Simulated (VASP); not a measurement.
Here is a VASP 6.6.1 calculation.

INCAR

```
  PREC = Accurate
  ENCUT = 520
  EDIFF = 1E-6
  ISMEAR = 0
  SIGMA = 0.1
  LREAL = False
  LASPH = True
  NELM = 100
  ALGO = Normal
  ISIF = 2
  LWAVE = False
  LCHARG = False
  LDIPOL = True
  IDIPOL = 3
  DIPOL = 0.5 0.5 0.317
  GGA = PE
  NBANDS = 80
```

Contents of KPOINTS:

```
Automatic mesh
0
Gamma
  5 5 1
```

Contents of POSCAR:

```
Cu12N
1.0
    5.1319544695      0.0000000000      0.0000000000
    0.0000000000      5.1319544695      0.0000000000
    0.0000000000      0.0000000000     19.0279314499
Cu N
12 1
Direct
    0.2500000000      0.2500000000      0.2102172803
    0.2500000000      0.7500000000      0.2102172803
    0.7500000000      0.2500000000      0.2102172803
    0.7500000000      0.7500000000      0.2102172803
    0.0000000000      0.0000000000      0.3029241295
    0.0000000000      0.5000000000      0.3029241295
    0.5000000000      0.0000000000      0.3029241295
    0.5000000000      0.5000000000      0.3029241295
    0.2500000000      0.2500000000      0.3956253190
    0.2500000000      0.7500000000      0.3956253190
    0.7500000000      0.2500000000      0.3956253190
    0.7500000000      0.7500000000      0.3956253190
    0.2500000000      0.2500000000      0.4844394220
```

Potentials or basis: VASP PAW PBE potentials, release 64 (Cu, N).

The run is started by

```bash
$ cat potpaw_PBE.64/Cu/POTCAR potpaw_PBE.64/N/POTCAR > POTCAR
$ mpirun -np 1 vasp_std > vasp.out
```

(1) Estimate the band gap on the k mesh.

(2) Estimate the largest force.

Answers

(1) zero (an odd number of electrons rules out a gap without spin polarisation).

(2) 0.435 eV/Å.
